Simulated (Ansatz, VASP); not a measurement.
## Na in VASP and in Ansatz

```
Na
1.0
     2.96765    0.00000    0.00000
    -1.48382    2.57006    0.00000
     0.00000    0.00000    2.77247
Na
1
Direct
  0.00000 0.00000 0.00000
```

Alike in both runs: task single point; functional PBEsol; dispersion D4; k mesh 13 × 13 × 12; occupations fermi-dirac, width 0.08 eV; no spin polarisation.

|  | VASP | Ansatz |
| --- | --- | --- |
| version | VASP 6.6.1 | Ansatz 0.2.0 |
| potentials or method | VASP PAW PBE potentials, release 64 (Na_pv), cutoff 520 eV | all-electron PAW with datasets made for the crystal, scalar-relativistic |

|  | VASP | Ansatz | Ansatz less VASP |
| --- | --- | --- | --- |
| gap on the k mesh at the Fermi level (eV) | none | none | - |
| pressure (GPa) | 11.6 | 11.7 | +0.09 |
| traceless stress, the component that is largest in VASP (GPa) | -0.28 | -0.28 | -0.003 |

VASP's potentials were made for PBE, not for PBEsol. A gap of «none» marks a metal or a gap that the smearing closes. Ansatz ran all-electron here, and VASP with PAW potentials.
